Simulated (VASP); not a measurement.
Set up this calculation in VASP 6.6.1, as the native input.

* Task: single point
* Functional: r2SCAN
* Potentials or basis: VASP PAW PBE potentials, release 64 (Sc_sv)
* Cutoff: 520 eV
* k mesh: 9 × 9 × 5
* Occupations: fermi-dirac, width 0.05 eV
* Spin: no spin polarisation
* Dipole correction: no
* Further INCAR settings: ALGO = Normal; EDIFF = 1e-07; NBANDS = 18

Crystal: Sc.

```
Sc
1.0
     3.30900    0.00000    0.00000
    -1.65450    2.86568    0.00000
     0.00000    0.00000    5.27330
Sc
2
Direct
  0.66667 0.33333 0.75000
  0.33333 0.66667 0.25000
```

The input as run:

POSCAR

```
Sc
1.0
    3.3090000000      0.0000000000      0.0000000000
   -1.6545000000      2.8656780611      0.0000000000
    0.0000000000      0.0000000000      5.2733000000
Sc
2
Direct
    0.6666666667      0.3333333333      0.7500000000
    0.3333333333      0.6666666667      0.2500000000
```

INCAR.step1

```
SYSTEM = Sc
PREC = Accurate
ENCUT = 520
ISMEAR = -1
SIGMA = 0.05
LREAL = .FALSE.
LASPH = .TRUE.
NELM = 80
NBANDS = 18
GGA = PE
ALGO = Normal
EDIFF = 1E-4
LWAVE = .TRUE.
LCHARG = .FALSE.
```

INCAR.step2

```
SYSTEM = Sc
PREC = Accurate
ENCUT = 520
EDIFF = 1E-7
ISMEAR = -1
SIGMA = 0.05
LREAL = .FALSE.
LASPH = .TRUE.
NELM = 80
ALGO = Normal
ISIF = 2
LWAVE = .FALSE.
LCHARG = .FALSE.
METAGGA = R2SCAN
LMIXTAU = .TRUE.
NBANDS = 18
ISTART = 1
```

KPOINTS

```
regular mesh
0
G
  9 9 5
  0 0 0
```

Potentials or basis: VASP PAW PBE potentials, release 64 (Sc_sv).

Run with:

```sh
$ cat potpaw_PBE.64/Sc_sv/POTCAR > POTCAR
$ cp INCAR.step1 INCAR
$ mpirun -np 1 vasp_std > vasp.out
$ cp INCAR.step2 INCAR
$ mpirun -np 1 vasp_std > vasp.out
```

Results of the run:

```json
{
 "Pressure": "0.1 GPa",
 "Band gap on the k mesh": "zero (band 11 reaches 4.38 eV, above the bottom of band 12 at 3.22 eV)"
}
```

Caveat: the PAW data sets were made with another functional, which shifts forces and pressure a little.

It took 2.2 min on 1 thread of Intel(R) Xeon(R) Platinum 8259CL CPU @ 2.50GHz (Skylake/Cascade Lake) (shared host), peak memory 0.19 GiB.
